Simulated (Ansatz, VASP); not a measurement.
**Two plane-wave programs on Sc**

Contents of INCAR:

```
SYSTEM = Sc
PREC     = Accurate       ! precision mode
ENCUT    = 520            ! plane-wave cutoff, eV
EDIFF    = 1E-8           ! SCF threshold, eV
ISMEAR   = -1             ! smearing method
SIGMA    = 0.03           ! smearing width, eV
LREAL    = .FALSE.        ! projectors in reciprocal space
LASPH    = .TRUE.         ! aspherical terms in the spheres
NELM     = 100            ! most SCF steps
ALGO     = Normal         ! electronic algorithm
ISIF     = 2              ! what is computed and relaxed
LWAVE    = .FALSE.        ! write WAVECAR
LCHARG   = .FALSE.        ! write CHGCAR
GGA      = PE             ! functional
LEFG     = .TRUE.       
NBANDS   = 12             ! bands
```

The input KPOINTS:

```
Automatic mesh
0
G
  12 12 12
  0 0 0
```

The input POSCAR:

```
Sc
1.0
    0.0000000000      2.2320095133      2.2320095133
    2.2320095133      0.0000000000      2.2320095133
    2.2320095133      2.2320095133      0.0000000000
Sc
1
Direct
    0.0000000000      0.0000000000      0.0000000000
```

Input for Ansatz:

```yaml
crystal:
  lattice:
    - [0.0, 2.2320095133, 2.2320095133]
    - [2.2320095133, 0.0, 2.2320095133]
    - [2.2320095133, 2.2320095133, 0.0]
  atoms:
    - { symbol: Sc, position: [0.0, 0.0, 0.0] }
kpoints:
  mp_grid: { grid: [12, 12, 12] }
scf:
  occupations: { method: fermi_dirac, width: 0.03 }
hamiltonian:
  xc: pbe
  pseudopotentials: { kind: paw }
output:
  forces: true
  stress: true
  eigenvalues: true
  efg: { contact_densities: true }
  write_density: true
  write_potential: true
  elf: true
  volumetric_format: npy
```

Change from the starting cell: volume scaled by 0.95, PAW files.

Alike in both runs: task electric field gradients; functional PBE; k mesh 12 × 12 × 12; occupations fermi-dirac, width 0.03 eV; no spin polarisation.

|  | VASP | Ansatz |
| --- | --- | --- |
| version | VASP 6.6.1 | Ansatz 0.2.0 |
| potentials or method | VASP PAW PBE potentials, release 64 (Sc_sv) | PAW with Ansatz's default frozen-core files, scalar-relativistic |
| plane-wave cutoff (eV) | 520 | 420 |
| valence electrons in the cell | 11 | 11 |

|  | VASP | Ansatz | Ansatz less VASP |
| --- | --- | --- | --- |
| pressure (GPa) | 6.3 | 6.3 | -0.04 |

The functional is the same, so the differences come from potentials, cutoffs and numerics.
